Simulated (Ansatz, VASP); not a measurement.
# Two plane-wave programs on SiC2

INCAR

```
ALGO = Normal
EDIFF = 1E-6
EDIFFG = -0.01
ENCUT = 600
GGA = PE
IBRION = 2
ISIF = 3
ISMEAR = 0
LASPH = True
LCHARG = False
LREAL = False
LWAVE = False
NELM = 100
NSW = 100
PREC = Accurate
SIGMA = 0.1
```

File KPOINTS:

```
k-points
0
Gamma
  24 24 6
```

File POSCAR:

```
SiC2
1.0
    2.4707324617      0.0000000000      0.0000000000
   -1.2353662309      2.1397170778      0.0000000000
    0.0000000000      0.0000000000      9.0210338899
Si C
1 2
Direct
    0.0000000000      0.0000000000      0.5000000000
    0.6666666667      0.3333333333      0.0000000000
    0.3333333333      0.6666666667      0.0000000000
```

Input for Ansatz:

```yaml
crystal:
  lattice:
    - [2.4707324617, 0.0, 0.0]
    - [-1.2353662309, 2.1397170778, 0.0]
    - [0.0, 0.0, 9.0210338899]
  atoms:
    - { symbol: Si, position: [0.0, 0.0, 0.5] }
    - { symbol: C, position: [0.6666666667, 0.3333333333, 0.0] }
    - { symbol: C, position: [0.3333333333, 0.6666666667, 0.0] }
basis:
  ecutwfc: 420
kpoints:
  mp_grid: { grid: [24, 24, 6] }
hamiltonian:
  xc: pbe
scf:
  occupations: { method: gaussian, width: 0.1 }
output:
  forces: true
  stress: true
  eigenvalues: true
relax:
  adjacent_minimum: "off"
  f_tol: 0.01
  max_steps: 80
  cell: { stress_tol: 0.05 }
```

Alike in both runs: task relaxation of cell and atoms; functional PBE; k mesh 24 × 24 × 6; occupations gaussian, width 0.1 eV; no spin polarisation.

|  | VASP | Ansatz |
| --- | --- | --- |
| version | VASP 6.6.1 | Ansatz 0.2.0 |
| potentials or method | VASP PAW PBE potentials, release 64 (Si, C), cutoff 600 eV | scalar-relativistic, plane waves, PAW |
| valence electrons in the cell | 12 | 12 |

|  | VASP | Ansatz | Ansatz less VASP |
| --- | --- | --- | --- |
| gap on the k mesh at the Fermi level, each at its own relaxed structure (eV) | none | none | - |
| relaxed volume (Å³/atom) | 15.90 | 15.90 | 0.000 |
| relaxed length of the cell vector where the two differ most in proportion (Å) | 2.471 | 2.471 | 0.0000 |

A gap of «none» marks a metal or a gap that the smearing closes.

Noted on VASP's run: the relaxation stopped at its first step, so nothing moved.
